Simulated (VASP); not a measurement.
A run of VASP 6.6.1:

INCAR

```
SYSTEM = AgCl
ALGO = Normal
EDIFF = 1E-6
ENCUT = 520
ISIF = 2
ISMEAR = 0
LASPH = .TRUE.
LCHARG = .FALSE.
LREAL = .FALSE.
LWAVE = .FALSE.
NBANDS = 16
NELM = 60
PREC = Accurate
SIGMA = 0.05
```

The input KPOINTS:

```
k-points
0
G
  8 8 8
  0 0 0
```

The input POSCAR:

```
AgCl
1.0
    0.0000000000      2.8008815000      2.7731500000
    2.7731500000      0.0000000000      2.7731500000
    2.7731500000      2.8008815000      0.0000000000
Ag Cl
1 1
Direct
    0.5000000000      0.5000000000      0.5000000000
    0.0000000000      0.0000000000      0.0000000000
```

Potentials or basis: VASP PAW LDA potentials, release 64 (Ag, Cl).

Command:

```sh
$ cat potpaw_LDA.64/Ag/POTCAR potpaw_LDA.64/Cl/POTCAR > POTCAR
$ mpirun -np 1 vasp_std > vasp.out
```

Hardware: 1 thread of Intel Xeon 8259CL, with other jobs on the host.

Task: How long does it take, and how much memory?

Result: Run time: 47 s on 1 thread of Intel Xeon 8259CL, with other jobs on the host, peak memory 0.17 GiB. Counts: scf iterations 11, k points 59.
